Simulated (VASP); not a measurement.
# Zn8O7 (a cell with a defect) in VASP: single point with PBE

Aim: the single point of Zn8O7 (a cell with a defect) with PBE.

Everything below comes from runs of VASP 6.6.1. Logs are shortened: lines on timing, memory, paths and dates and some standing lists are left out, and cuts for length are marked.

### Step 1. The cell of the first run

The cell holds a defect, 15 atoms: a = 6.227 Å, b = 6.227 Å, c = 6.559 Å, α = 105.27°, β = 105.27°, γ = 116.44°.

### Step 2. Single point, PBE

Contents of INCAR:

```
SYSTEM = Zn8O7
PREC = Accurate
ENCUT = 520
EDIFF = 1E-6
ISMEAR = 0
SIGMA = 0.05
LREAL = Auto
LASPH = .True.
NELM = 80
ALGO = Normal
ISIF = 2
LWAVE = .False.
LCHARG = .True.
GGA = PE
LELF = .True.
LVHAR = .True.
NELECT = 136.0
NBANDS = 82
```

Contents of KPOINTS:

```
regular mesh
0
Gamma
  4 4 4
  0 0 0
```

Contents of POSCAR:

```
Zn8O7
1.0
   -3.2794753222      0.0000000000     -5.2931304608
   -3.2794753222      0.0000000000      5.2931304608
    3.2794753222      5.6802178802      0.0000000000
Zn O
8 7
Direct
    0.7088013337      0.7087610928      0.3632401157
    0.1604786862      0.1456294395      0.3529891005
    0.6397388365      0.6552137999      0.8269049003
    0.1110709103      0.1400274987      0.7954159674
    0.0949535793      0.5996526454      0.1613925767
    0.6369870163      0.0766930613      0.1559079279
    0.0935180647      0.5809417206      0.6636812319
    0.5816720294      0.1005093188      0.6674939377
    1.0144566652      0.3684034410      0.3288055211
    0.4770857543      0.8666111996      0.8224263749
    0.9764959888      0.3624808944      0.8337555178
    0.8666101131      0.7638225464      0.1598419320
    0.4489306510     -0.0658737771      0.3224383358
    0.8768169496      0.7512492908      0.6680678594
    0.3770596907      0.2700899109      0.6831943918
```

Potentials or basis: VASP PAW PBE potentials, release 64 (Zn, O).

Run with:

```console
$ cat potpaw_PBE.64/Zn/POTCAR potpaw_PBE.64/O/POTCAR > POTCAR
$ mpirun -np 1 vasp_std > vasp.out
```

OUTCAR:

```text
SYSTEM = Zn8O7
   PREC = Accurate
   ENCUT = 520
   EDIFF = 1E-6
   ISMEAR = 0
   LREAL = Auto
   LASPH = .True.
   NELM = 80
   ISIF = 2
   GGA = PE
   NELECT = 136.0

 ion  position               nearest neighbor table
   1  0.709  0.709  0.363-  12 1.87  14 1.88   4 2.79   2 2.95
   2  0.160  0.146  0.353-  15 1.94  12 1.98   9 1.98   1 2.95   6 2.95   4 3.01
   3  0.640  0.655  0.827-  15 1.95  10 1.99  12 1.99  14 1.99   6 2.94
   4  0.111  0.140  0.795-  11 1.91  15 1.92  14 1.96   1 2.79   2 3.01
   5  0.095  0.600  0.161-  13 1.96  11 1.97   9 2.00  12 2.09
   6  0.637  0.077  0.156-  13 1.90  10 1.92   9 1.95   3 2.94   2 2.95
   7  0.094  0.581  0.664-  10 1.97  11 1.99   9 2.03  14 2.06
   8  0.582  0.101  0.667-  10 1.97  13 1.97  15 1.99  11 1.99
   9  0.014  0.368  0.329-   6 1.95   2 1.98   5 2.00   7 2.03
  10  0.477  0.867  0.822-   6 1.92   8 1.97   7 1.97   3 1.99
  11  0.976  0.362  0.834-   4 1.91   5 1.97   7 1.99   8 1.99
  12  0.867  0.764  0.160-   1 1.87   2 1.98   3 1.99   5 2.09
  13  0.449  0.934  0.322-   6 1.90   5 1.96   8 1.97
  14  0.877  0.751  0.668-   1 1.88   4 1.96   3 1.99   7 2.06
  15  0.377  0.270  0.683-   4 1.92   2 1.94   3 1.95   8 1.99

  LATTYP: Found a face centered orthorhombic cell.
 ALAT       =     6.5589506444
 B/A-ratio  =     1.6140174695
 C/A-ratio  =     1.7320508076

  Lattice vectors:

 A1 = (   0.0000000000,   5.6802178802,   5.2931304608)
 A2 = (  -3.2794753222,   5.6802178802,   0.0000000000)
 A3 = (  -3.2794753222,   0.0000000000,   5.2931304608)

Analysis of symmetry for initial positions (statically):
=====================================================================
 Subroutine PRICEL returns:
 Original cell was already a primitive cell.

 Routine SETGRP: Setting up the symmetry group for a
 face centered orthorhombic supercell.

 Subroutine GETGRP returns: Found  1 space group operations
 (whereof  1 operations were pure point group operations)
 out of a pool of  8 trial point group operations.

The static configuration has the point symmetry C_1 .

Analysis of symmetry for dynamics (positions and initial velocities):
=====================================================================
 Subroutine PRICEL returns:
 Original cell was already a primitive cell.

 Routine SETGRP: Setting up the symmetry group for a
 face centered orthorhombic supercell.

 Subroutine GETGRP returns: Found  1 space group operations
 (whereof  1 operations were pure point group operations)
 out of a pool of  8 trial point group operations.

The dynamic configuration has the point symmetry C_1 .

 Subroutine INISYM returns: Found  1 space group operations
 (whereof  1 operations are pure point group operations),
 and found     1 'primitive' translations

----------------------------------------------------------------------------------------

                                     Primitive cell

  volume of cell :     197.2023

  direct lattice vectors                    reciprocal lattice vectors
    -3.279475322  0.000000000 -5.293130461    -0.152463413  0.088024792 -0.094462059
    -3.279475322  0.000000000  5.293130461    -0.152463413  0.088024792  0.094462059
     3.279475322  5.680217880  0.000000000     0.000000000  0.176049585  0.000000000

  length of vectors
     6.226731764  6.226731764  6.558950644     0.199791233  0.199791233  0.176049585

  position of ions in fractional coordinates (direct lattice)
     0.708801334  0.708761093  0.363240116
     0.160478686  0.145629439  0.352989100
     0.639738837  0.655213800  0.826904900
     0.111070910  0.140027499  0.795415967
     0.094953579  0.599652645  0.161392577
     0.636987016  0.076693061  0.155907928
     0.093518065  0.580941721  0.663681232
     0.581672029  0.100509319  0.667493938
     0.014456665  0.368403441  0.328805521
     0.477085754  0.866611200  0.822426375
     0.976495989  0.362480894  0.833755518
     0.866610113  0.763822546  0.159841932
     0.448930651  0.934126223  0.322438336
     0.876816950  0.751249291  0.668067859
     0.377059691  0.270089911  0.683194392
[... 30 lines left out ...]
    -0.038115853  0.022006198 -0.023615515     0.250000000  0.000000000  0.000000000
    -0.038115853  0.022006198  0.023615515     0.000000000  0.250000000  0.000000000
     0.000000000  0.044012396  0.000000000     0.000000000  0.000000000  0.250000000

  Length of vectors
     0.049947808  0.049947808  0.044012396

  Shift w.r.t. Gamma in fractional coordinates (k-lattice)
     0.000000000  0.000000000  0.000000000

 Subroutine IBZKPT returns following result:
 ===========================================

 Found     36 irreducible k-points:

 Following reciprocal coordinates:
            Coordinates               Weight
  0.000000  0.000000  0.000000      1.000000
  0.250000  0.000000  0.000000      2.000000
  0.000000  0.250000 -0.250000      2.000000
 -0.000000 -0.250000  0.000000      2.000000
 -0.250000 -0.000000  0.250000      2.000000
  0.500000  0.000000  0.000000      1.000000
[... 16 lines left out ...]
  0.500000  0.000000  0.250000      2.000000
  0.000000  0.500000  0.250000      2.000000
 [... further k-points ...]
   k-points           NKPTS =     36   k-points in BZ     NKDIM =     36   number of bands    NBANDS=     82
   number of dos      NEDOS =    301   number of ions     NIONS =     15
   total plane-waves  NPLWV = 115200
   dimension x,y,z NGX =    48 NGY =   48 NGZ =   50
   dimension x,y,z NGXF=    96 NGYF=   96 NGZF=  100
   ions per type =               8   7
   NGX,Y,Z   is equivalent  to a cutoff of  12.82, 12.82, 12.67 a.u.
   NGXF,Y,Z  is equivalent  to a cutoff of  25.63, 25.63, 25.35 a.u.
 SYSTEM =  Zn8O7
   PREC   = accura    normal or accurate (medium, high low for compatibility)
   ISTART =      0    job   : 0-new  1-cont  2-samecut
   ICHARG =      2    charge: 1-file 2-atom 10-const
   ISPIN  =      1    spin polarized calculation?
   LNONCOLLINEAR =      F non collinear calculations
   LSORBIT =      F    spin-orbit coupling
   LASPH  =      T    aspherical Exc in radial PAW
   ENCUT  =  520.0 eV  38.22 Ry    6.18 a.u.  11.58 11.58 12.20*2*pi/ulx,y,z
   NELM   =     80;   NELMIN=  2; NELMDL= -5     # of ELM steps
   EDIFF  = 0.1E-05   stopping-criterion for ELM
   LREAL  =      T    real-space projection
   EDIFFG = 0.1E-04   stopping-criterion for IOM
   NSW    =      0    number of steps for IOM
   IBRION =     -1    ionic relax: 0-MD 1-quasi-New 2-CG
   NFREE  =      0    steps in history (QN), initial steepest desc. (CG)
   ISIF   =      2    stress and relaxation
   ISYM   =      2    0-nonsym 1-usesym 2-fastsym
   POTIM  = 0.5000    time-step for ionic-motion
   TEBEG  =    0.0;   TEEND  =   0.0 temperature during run
   PSTRESS=    0.0 pullay stress
   NELECT =     136.0000    total number of electrons
   NUPDOWN=      -1.0000    fix difference up-down
   EMIN   =  10.00;   EMAX   =-10.00  energy-range for DOS
   EFERMI =   0.00;   METHOD = LEGACY
   ISMEAR =     0;   SIGMA  =   0.05  broadening in eV -4-tet -1-fermi 0-gaus
   EFERMI_NEDOS =   21; number of points for ismear=-14 and -15
   IALGO  =     38    algorithm
   IMIX   =      4    mixing-type and parameters
     AMIX     =   0.40;   BMIX     =  1.00
     AMIX_MAG =   1.60;   BMIX_MAG =  1.00
  volume/ion in A,a.u.               =      13.15        88.72
  Fermi-wavevector in a.u.,A,eV,Ry     =   1.446385  2.733271 28.463778  2.092029
  Thomas-Fermi vector in A             =   2.564459
   LORBIT       =      0    0 simple, 1 ext, 2 COOP (PROOUT), +10 PAW based schemes
   GGA     = PE    functional components
   LHFCALC =     F    Hartree Fock is set to
   AEXX    =    0.0000 exact exchange contribution
   IVDW    =     0    specifies the selected vdW correction
   LEPSILON=     F    determine dielectric tensor
   LRPA    =     F    only Hartree local field effects (RPA)
 non-spin polarized calculation
 Gauss-broadening in eV      SIGMA  =   0.05
  energy-cutoff  :      520.00
  volume of cell :      197.20
 maximum number of plane-waves:      5348
 NGX is ok and might be reduce to    48
   NGX = 23   NGY = 23   NGZ = 25

 number of electron     136.0000014 magnetization

 Free energy of the ion-electron system (eV)
  ---------------------------------------------------
  ext. energy  EPLUGINS =         0.00000000
  ---------------------------------------------------
  free energy    TOTEN  =       -65.27263365 eV

  energy without entropy =      -65.27166309  energy(sigma->0) =      -65.27214837

 E-fermi :   0.6433     XC(G=0): -10.2552

 val. band max:        0.6037588634   @ k =  -0.2500   0.2500   0.0000
 cond. band min:       0.6610420308   @ k =   0.0000   0.0000   0.0000
 fundamental gap:      0.0572831674
 Fermi energy:         0.6432643046

 k-point     1 :       0.0000    0.0000    0.0000
  band No.  band energies     occupation
      1     -17.3639      2.00000
      2     -16.9486      2.00000
      3     -16.8076      2.00000
      4     -16.6285      2.00000
      5     -16.4921      2.00000
      6     -16.4308      2.00000
[... 1981 lines left out ...]
     79       8.7228      0.00000
     80       8.9735      0.00000

 [... further k-points ...]

 [bands above 80 left out]

------------------------ aborting loop because EDIFF is reached ----------------------------------------

  FORCE on cell =-STRESS in cart. coord.  units (eV):
  Direction    XX          YY          ZZ          XY          YZ          ZX
  --------------------------------------------------------------------------------------
  -------------------------------------------------------------------------------------
  Total       -7.6394875     -6.3094047    -11.5075853      0.1569754      0.4000972      0.1114398
  in kB      -62.0672996    -51.2609929    -93.4938034      1.2753521      3.2506049      0.9053965
  external PRESSURE =     -68.9406986 kB  Pullay stress =       0.0000000 kB

 VOLUME and BASIS-vectors are now :
 -----------------------------------------------------------------------------
  energy-cutoff  :      520.00
  volume of cell :      197.20
      direct lattice vectors                 reciprocal lattice vectors
    -3.279475322  0.000000000 -5.293130461    -0.152463413  0.088024792 -0.094462059
    -3.279475322  0.000000000  5.293130461    -0.152463413  0.088024792  0.094462059
     3.279475322  5.680217880  0.000000000     0.000000000  0.176049585  0.000000000

 POSITION                                       TOTAL-FORCE (eV/Angst)
 -----------------------------------------------------------------------------------
     -3.45762      2.06328     -0.00021         0.022398     -0.085573      0.505650
      0.15374      2.00506     -0.07860         0.043581      0.005729      0.030031
     -1.53495      4.69700      0.08191        -0.059473     -0.004178      0.001947
      1.78508      4.51814      0.15327        -0.047010      0.010894     -0.019454
     -1.74866      0.91674      2.67144         0.074475      0.010631     -0.012555
     -1.82920      0.88559     -2.96571        -0.003049      0.019136     -0.004799
     -0.03535      3.76985      2.58000         0.013249     -0.040495      0.105715
     -0.04817      3.79151     -2.54686         0.003294      0.051747     -0.064031
     -0.17727      1.86769      1.87349        -0.000806      0.020276      0.026432
     -1.70949      4.67156      2.06181         0.040938      0.003149      0.024569
     -1.65686      4.73591     -3.25006        -0.021320      0.005125      0.026184
     -4.82277      0.90794     -0.54407        -0.101044     -0.060931     -0.084868
     -3.47827      1.83152      2.56820         0.122161      0.095247     -0.503042
     -3.14829      3.79477     -0.66465        -0.006865     -0.033499      0.022350
      0.11821      3.88069     -0.56620        -0.080529      0.002743     -0.054128
 -----------------------------------------------------------------------------------
    total drift:                               -0.005301      0.001970      0.002429

  FREE ENERGIE OF THE ION-ELECTRON SYSTEM (eV)
  ---------------------------------------------------
  free  energy   TOTEN  =       -65.2726336493 eV

  energy  without entropy=      -65.2716630851  energy(sigma->0) =      -65.27214837
```

It took 30 min on 1 thread of Intel Xeon Platinum 8259CL at 2.50GHz (Skylake/Cascade Lake), shared host; peak memory 0.53 GiB.

Results:

```yaml
Free_energy: -65.2726 eV
Largest_force: 0.526 eV/Å
```

Forces in eV/Å, atoms in the order of the input:
```
Zn   0.022 -0.086  0.506
Zn   0.044  0.006  0.030
Zn  -0.059 -0.004  0.002
Zn  -0.047  0.011 -0.019
Zn   0.074  0.011 -0.013
Zn  -0.003  0.019 -0.005
Zn   0.013 -0.040  0.106
Zn   0.003  0.052 -0.064
O   -0.001  0.020  0.026
O    0.041  0.003  0.025
O   -0.021  0.005  0.026
O   -0.101 -0.061 -0.085
O    0.122  0.095 -0.503
O   -0.007 -0.033  0.022
O   -0.081  0.003 -0.054
```

Levels at points of the mesh, in eV from the Fermi level:
| k point | band 66 | band 67 | band 68 | band 69 | band 70 | band 71 |
| --- | --- | --- | --- | --- | --- | --- |
| (0.00, 0.00, 0.00) | -0.31 | -0.11 | -0.06 | 0.02 | 3.01 | 4.40 |
| (0.50, 0.00, 0.00) | -0.72 | -0.61 | -0.47 | 2.04 | 2.59 | 4.47 |
| (0.00, 0.50, 0.50) | -0.68 | -0.54 | -0.42 | 1.99 | 2.71 | 4.41 |
| (0.00, 0.50, 0.00) | -0.73 | -0.64 | -0.50 | 2.12 | 2.54 | 4.57 |
| (0.50, 0.00, 0.50) | -0.70 | -0.53 | -0.37 | 1.98 | 2.94 | 4.12 |
| (0.50, 0.50, 0.00) | -0.68 | -0.17 | -0.10 | 1.74 | 2.79 | 3.74 |
| (0.00, 0.00, 0.50) | -0.71 | -0.31 | -0.26 | 1.61 | 2.54 | 4.48 |
| (0.50, 0.50, 0.50) | -0.89 | -0.81 | -0.60 | 2.41 | 3.38 | 3.86 |

Caveat: the cell carries a net charge on a neutralising background, which shifts energy and pressure; the cell is charged against a uniform background, so pressure and absolute levels hang on convention.
